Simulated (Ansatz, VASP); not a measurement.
# MgO in VASP and in Ansatz

File INCAR:

```
SYSTEM = MgO
PREC = Accurate
ENCUT = 520
EDIFF = 1E-6
ISMEAR = -1
SIGMA = 0.05
LREAL = .FALSE.
LASPH = .TRUE.
NELM = 80
ALGO = Normal
ISIF = 2
LWAVE = .FALSE.
LCHARG = .FALSE.
GGA = PS
NBANDS = 11
```

Contents of KPOINTS:

```
regular mesh
0
G
  15 15 15
  0 0 0
```

POSCAR

```
MgO
1.0
    0.0000000000      2.1071280673      2.1071280673
    2.1071280673      0.0000000000      2.1071280673
    2.1071280673      2.1071280673      0.0000000000
Mg O
1 1
Direct
    0.0000000000      0.0000000000      0.0000000000
    0.5000000000      0.5000000000      0.5000000000
```

Input for Ansatz:

```yaml
crystal:
  lattice:
    - [0.0, 2.1071280673, 2.1071280673]
    - [2.1071280673, 0.0, 2.1071280673]
    - [2.1071280673, 2.1071280673, 0.0]
  atoms:
    - { symbol: Mg, position: [0.0, 0.0, 0.0] }
    - { symbol: O, position: [0.5, 0.5, 0.5] }
kpoints:
  mp_grid: { grid: [15, 15, 15] }
  band_path:
    path:
      - [0.0, 0.0, 0.0]
      - [0.5, 0.0, 0.5]
      - [0.625, 0.25, 0.625]
      - [0.375, 0.375, 0.75]
      - [0.0, 0.0, 0.0]
      - [0.5, 0.5, 0.5]
      - [0.5, 0.25, 0.75]
      - [0.5, 0.0, 0.5]
    npoints: 8
scf:
  occupations: { method: fermi_dirac, width: 0.05 }
hamiltonian:
  xc: pbesol
  pseudopotentials: { kind: paw }
output:
  forces: true
  stress: true
  eigenvalues: true
  populations: true
  dos: { projected: true, de: 0.2, e_range: [-14, 8] }
```

Change from the starting cell: volume scaled by 1, PAW files.

Alike in both runs: task single point; functional PBEsol; k mesh 15 × 15 × 15; occupations fermi-dirac, width 0.05 eV; no spin polarisation.

|  | VASP | Ansatz |
| --- | --- | --- |
| version | VASP 6.6.1 | Ansatz 0.2.0 |
| potentials or method | VASP PAW PBE potentials, release 64 (Mg, O) | PAW with Ansatz's default frozen-core files, scalar-relativistic |
| plane-wave cutoff (eV) | 520 | 420 |
| valence electrons in the cell | 8 | 16 |

Ansatz gave:

```
gap on the k mesh at the Fermi level (eV) : 4.62
pressure (GPa)                            : 0.0
```

Question: Estimate VASP's values.

Answer: gap on the k mesh at the Fermi level (eV): 4.62; pressure (GPa): -0.5.

VASP's potentials were made for PBE, not for PBEsol. VASP's potentials hold 8 valence electrons a cell and Ansatz's 16, so a difference there can come from the potentials and not from the codes.
